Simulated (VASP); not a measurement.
# WS2 in VASP: single point with PBE+D3(BJ)

Aim: the single point of WS2 with PBE+D3(BJ).

Everything below comes from runs of VASP 6.6.1. Logs are shortened: lines on timing, memory, paths and dates and some standing lists are left out, and cuts for length are marked.

### 1 The cell of the first run

The cell holds a slab with vacuum, 6 atoms: a = 3.160 Å, b = 3.160 Å, c = 23.804 Å, α = 90.00°, β = 90.00°, γ = 120.00°.

### 2 Single point, PBE+D3(BJ)

INCAR

```
PREC = Accurate ; ENCUT = 520
EDIFF = 1E-6 ; ISMEAR = 0
SIGMA = 0.05 ; LREAL = False
LASPH = True ; NELM = 80
ALGO = Normal ; ISIF = 2
LWAVE = False ; LCHARG = False
LDIPOL = True ; IDIPOL = 3
DIPOL = 0.5 0.5 0.394 ; GGA = PE
IVDW = 12 ; NBANDS = 35
```

KPOINTS

```
Automatic mesh
0
Gamma
  9 9 1
```

POSCAR

```
WS2
1.0
    3.1595457497      0.0000000000      0.0000000000
   -1.5797728749      2.7362468836      0.0000000000
    0.0000000000      0.0000000000     23.8042575719
S W
4 2
Direct
    0.3333333333      0.6666666667      0.1890418126
    0.3333333333      0.6666666667      0.3214605103
    0.3333333333      0.6666666667      0.4659724737
    0.3333333333      0.6666666667      0.5983911714
    0.6666666667      0.3333333333      0.2552511581
    0.6666666667      0.3333333333      0.5321818192
```

Potentials or basis: VASP PAW PBE potentials, release 64 (S, W_sv).

On the command line:

```sh
> cat potpaw_PBE.64/S/POTCAR potpaw_PBE.64/W_sv/POTCAR > POTCAR
> mpirun -np 1 vasp_std > vasp.out
```

OUTCAR:

```text
PREC = Accurate
   ENCUT = 520
   EDIFF = 1E-6
   ISMEAR = 0
   LREAL = False
   LASPH = True
   NELM = 80
   ISIF = 2
   GGA = PE
   IVDW = 12
 IVDW          = 12

 ion  position               nearest neighbor table
   1  0.333  0.667  0.189-   5 2.41   5 2.41   5 2.41
   2  0.333  0.667  0.321-   5 2.41   5 2.41   5 2.41
   3  0.333  0.667  0.466-   6 2.41   6 2.41   6 2.41
   4  0.333  0.667  0.598-   6 2.41   6 2.41   6 2.41
   5  0.667  0.333  0.255-   1 2.41   1 2.41   1 2.41   2 2.41   2 2.41   2 2.41
   6  0.667  0.333  0.532-   3 2.41   3 2.41   3 2.41   4 2.41   4 2.41   4 2.41

  LATTYP: Found a hexagonal cell.
 ALAT       =     3.1595457497
 C/A-ratio  =     7.5340759266

  Lattice vectors:

 A1 = (   3.1595457497,   0.0000000000,   0.0000000000)
 A2 = (  -1.5797728749,   2.7362468836,   0.0000000000)
 A3 = (   0.0000000000,   0.0000000000,  23.8042575719)

Analysis of symmetry for initial positions (statically):
=====================================================================
 Subroutine PRICEL returns:
 Original cell was already a primitive cell.

 Routine SETGRP: Setting up the symmetry group for a
 hexagonal supercell.

 Subroutine GETGRP returns: Found 12 space group operations
 (whereof  6 operations were pure point group operations)
 out of a pool of 24 trial point group operations.

The static configuration has the point symmetry C_3v.
 The point group associated with its full space group is D_3h.

Analysis of symmetry for dynamics (positions and initial velocities):
=====================================================================
 Subroutine PRICEL returns:
 Original cell was already a primitive cell.

 Routine SETGRP: Setting up the symmetry group for a
 hexagonal supercell.

 Subroutine GETGRP returns: Found 12 space group operations
 (whereof  6 operations were pure point group operations)
 out of a pool of 24 trial point group operations.

The dynamic configuration has the point symmetry C_3v.
 The point group associated with its full space group is D_3h.

 Subroutine INISYM returns: Found 12 space group operations
 (whereof  6 operations are pure point group operations),
 and found     1 'primitive' translations

----------------------------------------------------------------------------------------

                                     Primitive cell

  volume of cell :     205.7949

  direct lattice vectors                    reciprocal lattice vectors
     3.159545750  0.000000000  0.000000000     0.316501193  0.182732049  0.000000000
    -1.579772875  2.736246884  0.000000000     0.000000000  0.365464098  0.000000000
     0.000000000  0.000000000 23.804257572     0.000000000  0.000000000  0.042009292

  length of vectors
     3.159545750  3.159545750 23.804257572     0.365464098  0.365464098  0.042009292

  position of ions in fractional coordinates (direct lattice)
     0.333333333  0.666666667  0.189041813
     0.333333333  0.666666667  0.321460510
     0.333333333  0.666666667  0.465972474
     0.333333333  0.666666667  0.598391171
     0.666666667  0.333333333  0.255251158
     0.666666667  0.333333333  0.532181819

  ion indices of the primitive-cell ions
   primitive index   ion index
                 1           1
                 2           2
                 3           3
                 4           4
                 5           5
                 6           6

----------------------------------------------------------------------------------------

 KPOINTS: Automatic mesh

Automatic generation of k-mesh.
 Grid dimensions read from file:
 generate k-points for:    9    9    1

 Generating k-lattice:

  Cartesian coordinates                     Fractional coordinates (reciprocal lattice)
     0.035166799  0.020303561  0.000000000     0.111111111 -0.000000000  0.000000000
     0.000000000  0.040607122  0.000000000     0.000000000  0.111111111  0.000000000
     0.000000000  0.000000000  0.042009292     0.000000000  0.000000000  1.000000000

  Length of vectors
     0.040607122  0.040607122  0.042009292

  Shift w.r.t. Gamma in fractional coordinates (k-lattice)
     0.000000000  0.000000000  0.000000000

 Subroutine IBZKPT returns following result:
 ===========================================

 Found     12 irreducible k-points:

 Following reciprocal coordinates:
            Coordinates               Weight
  0.000000  0.000000  0.000000      1.000000
  0.111111 -0.000000  0.000000      6.000000
  0.222222  0.000000  0.000000      6.000000
  0.333333 -0.000000  0.000000      6.000000
  0.444444  0.000000  0.000000      6.000000
  0.111111  0.111111  0.000000      6.000000
  0.222222  0.111111  0.000000     12.000000
  0.333333  0.111111  0.000000     12.000000
  0.444444  0.111111  0.000000      6.000000
  0.222222  0.222222  0.000000      6.000000
  0.333333  0.222222  0.000000     12.000000
  0.333333  0.333333  0.000000      2.000000
   k-points           NKPTS =     12   k-points in BZ     NKDIM =     12   number of bands    NBANDS=     35
   number of dos      NEDOS =    301   number of ions     NIONS =      6
   total plane-waves  NPLWV = 103680
   dimension x,y,z NGX =    24 NGY =   24 NGZ =  180
   dimension x,y,z NGXF=    48 NGYF=   48 NGZF=  360
   ions per type =               4   2
   NGX,Y,Z   is equivalent  to a cutoff of  12.63, 12.63, 12.57 a.u.
   NGXF,Y,Z  is equivalent  to a cutoff of  25.26, 25.26, 25.14 a.u.
 SYSTEM =  unknown system
   PREC   = accura    normal or accurate (medium, high low for compatibility)
   ISTART =      0    job   : 0-new  1-cont  2-samecut
   ICHARG =      2    charge: 1-file 2-atom 10-const
   ISPIN  =      1    spin polarized calculation?
   LNONCOLLINEAR =      F non collinear calculations
   LSORBIT =      F    spin-orbit coupling
   LASPH  =      T    aspherical Exc in radial PAW
   ENCUT  =  520.0 eV  38.22 Ry    6.18 a.u.   5.87  5.87 44.26*2*pi/ulx,y,z
   NELM   =     80;   NELMIN=  2; NELMDL= -5     # of ELM steps
   EDIFF  = 0.1E-05   stopping-criterion for ELM
   LREAL  =      F    real-space projection
   EDIFFG = 0.1E-04   stopping-criterion for IOM
   NSW    =      0    number of steps for IOM
   IBRION =     -1    ionic relax: 0-MD 1-quasi-New 2-CG
   NFREE  =      0    steps in history (QN), initial steepest desc. (CG)
   ISIF   =      2    stress and relaxation
   ISYM   =      2    0-nonsym 1-usesym 2-fastsym
   POTIM  = 0.5000    time-step for ionic-motion
   TEBEG  =    0.0;   TEEND  =   0.0 temperature during run
   PSTRESS=    0.0 pullay stress
   NELECT =      52.0000    total number of electrons
   NUPDOWN=      -1.0000    fix difference up-down
   EMIN   =  10.00;   EMAX   =-10.00  energy-range for DOS
   EFERMI =   0.00;   METHOD = LEGACY
   ISMEAR =     0;   SIGMA  =   0.05  broadening in eV -4-tet -1-fermi 0-gaus
   EFERMI_NEDOS =   21; number of points for ismear=-14 and -15
   IALGO  =     38    algorithm
   IMIX   =      4    mixing-type and parameters
     AMIX     =   0.40;   BMIX     =  1.00
     AMIX_MAG =   1.60;   BMIX_MAG =  1.00
  volume/ion in A,a.u.               =      34.30       231.46
  Fermi-wavevector in a.u.,A,eV,Ry     =   1.034978  1.955825 14.574279  1.071179
  Thomas-Fermi vector in A             =   2.169299
   LORBIT       =      0    0 simple, 1 ext, 2 COOP (PROOUT), +10 PAW based schemes
   GGA     = PE    functional components
   LHFCALC =     F    Hartree Fock is set to
   AEXX    =    0.0000 exact exchange contribution
   IVDW    =    12    specifies the selected vdW correction
   LEPSILON=     F    determine dielectric tensor
   LRPA    =     F    only Hartree local field effects (RPA)
 non-spin polarized calculation
 Gauss-broadening in eV      SIGMA  =   0.05
  energy-cutoff  :      520.00
  volume of cell :      205.79
 maximum number of plane-waves:      5566
 NGX is ok and might be reduce to    24
   NGX = 11   NGY = 11   NGZ = 89

 dipolmoment           0.000000      0.000000      0.000032 electrons x Angstroem

 number of electron      51.9999994 magnetization

 dipolmoment           0.000000      0.000000     -0.000010 electrons x Angstroem

 Free energy of the ion-electron system (eV)
  ---------------------------------------------------
  ext. energy  EPLUGINS =         0.00000000
  ---------------------------------------------------
  free energy    TOTEN  =       -47.27567648 eV

  energy without entropy =      -47.27567648  energy(sigma->0) =      -47.27567648

 E-fermi :   1.4781     XC(G=0):  -6.1591

 val. band max:        1.0316708257   @ k =   0.0000   0.0000   0.0000
 cond. band min:       2.7284101806   @ k =   0.2222   0.1111   0.0000
 fundamental gap:      1.6967393549
 Fermi energy:         1.4781305326

 k-point     1 :       0.0000    0.0000    0.0000
  band No.  band energies     occupation
      1     -73.1889      2.00000
      2     -73.1888      2.00000
      3     -37.4421      2.00000
      4     -37.4420      2.00000
      5     -37.2657      2.00000
      6     -37.2657      2.00000
[... 27 lines left out ...]
     34       3.9122      0.00000
     35       5.8642      0.00000

 k-point     2 :       0.1111   -0.0000    0.0000
  band No.  band energies     occupation
      1     -73.1867      2.00000
      2     -73.1866      2.00000
      3     -37.4344      2.00000
      4     -37.4344      2.00000
      5     -37.3084      2.00000
      6     -37.3084      2.00000
[... 27 lines left out ...]
     34       4.1369      0.00000
     35       6.2254      0.00000
[... 340 lines left out ...]
     34       6.1886      0.00000
     35       6.7887      0.00000

 k-point    12 :       0.3333    0.3333    0.0000
  band No.  band energies     occupation
      1     -73.1680      2.00000
      2     -73.1679      2.00000
      3     -37.5315      2.00000
      4     -37.5315      2.00000
      5     -37.4973      2.00000
      6     -37.4972      2.00000
[... 27 lines left out ...]
     34       6.6078      0.00000
     35       7.0078      0.00000

------------------------ aborting loop because EDIFF is reached ----------------------------------------

 vacuum level on the upper side and lower side of the slab       (xc-potential included)        -0.204        -0.208

 Edisp (eV)   -2.11373

 E8    (eV) :    -0.9175

  FORCE on cell =-STRESS in cart. coord.  units (eV):
  Direction    XX          YY          ZZ          XY          YZ          ZX
  --------------------------------------------------------------------------------------
  -------------------------------------------------------------------------------------
  Total      -0.22684    -0.22684    -0.03737     0.00000     0.00000    -0.00000
  in kB      -1.76606    -1.76606    -0.29097     0.00000     0.00000    -0.00000
  external pressure =       -1.27 kB  Pullay stress =        0.00 kB

 VOLUME and BASIS-vectors are now :
 -----------------------------------------------------------------------------
  energy-cutoff  :      520.00
  volume of cell :      205.79
      direct lattice vectors                 reciprocal lattice vectors
     3.159545750  0.000000000  0.000000000     0.316501193  0.182732049  0.000000000
    -1.579772875  2.736246884  0.000000000     0.000000000  0.365464098  0.000000000
     0.000000000  0.000000000 23.804257572     0.000000000  0.000000000  0.042009292

 POSITION                                       TOTAL-FORCE (eV/Angst)
 -----------------------------------------------------------------------------------
     -0.00000      1.82416      4.50000         0.000000     -0.000000      0.001790
     -0.00000      1.82416      7.65213         0.000000      0.000000     -0.067893
     -0.00000      1.82416     11.09213        -0.000000      0.000000      0.067893
     -0.00000      1.82416     14.24426         0.000000     -0.000000     -0.001790
      1.57977      0.91208      6.07606        -0.000000      0.000000      0.026569
      1.57977      0.91208     12.66819        -0.000000      0.000000     -0.026569
 -----------------------------------------------------------------------------------
    total drift:                                0.000000      0.000000     -0.000710

  FREE ENERGIE OF THE ION-ELECTRON SYSTEM (eV)
  ---------------------------------------------------
  free  energy   TOTEN  =       -49.3894046244 eV

  energy  without entropy=      -49.3894046244  energy(sigma->0) =      -49.38940462

 vacuum level on the upper side and lower side of the slab         6.309         6.307
```

Run time: 4.7 min. Hardware: 1 thread of AMD EPYC 7R13, shared host; peak memory 0.31 GiB.

Results:

```yaml
Free_energy: -49.3894 eV
Largest_force: 0.068 eV/Å
Band_gap_on_the_k_mesh: 1.70 eV, indirect (least direct gap 1.90 eV)
Dispersion_energy_per_atom: -0.352 eV
```

Forces in eV/Å, atoms in the order of the input:
```
S    0.000  0.000  0.002
S    0.000  0.000 -0.068
S    0.000  0.000  0.068
S    0.000  0.000 -0.002
W    0.000  0.000  0.027
W    0.000  0.000 -0.027
```

Caveat: spin-orbit coupling is left out, which moves the levels of the heavy elements.
